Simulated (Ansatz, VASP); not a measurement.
**Zr3SnSe in VASP and in Ansatz**

```
Zr Sn Se
1.0
     4.98217    0.00000    0.00000
     0.00000    4.98217    0.00000
     0.00000    0.00000    4.98217
Zr Sn Se
3 1 1
Direct
  0.00000 0.50000 0.50000
  0.50000 0.00000 0.50000
  0.50000 0.50000 0.00000
  0.00000 0.00000 0.00000
  0.50000 0.50000 0.50000
```

Alike in both runs: functional PBE; k mesh 4 × 4 × 4; occupations gaussian, width 0.1 eV; no spin polarisation.

Ansatz relaxed the structure, and its values are those at the end. VASP's run is a single point on that final structure, the one shown.

|  | VASP | Ansatz |
| --- | --- | --- |
| version | VASP 6.6.1 | Ansatz 0.2.0 |
| potentials or method | VASP PAW PBE potentials, release 64 (Zr_sv, Sn_d, Se), cutoff 520 eV | scalar-relativistic, plane waves, PAW |
| valence electrons in the cell | 56 | 66 |

VASP gave:

```
gap on the k mesh at the Fermi level (eV) : none
pressure (GPa)                            : 0.2
```

Q: Estimate Ansatz's values.

A: gap on the k mesh at the Fermi level (eV): none; pressure (GPa): 0.1.

A gap of «none» marks a metal or a gap that the smearing closes. VASP's potentials hold 56 valence electrons a cell and Ansatz's 66, so a difference there can come from the potentials and not from the codes.
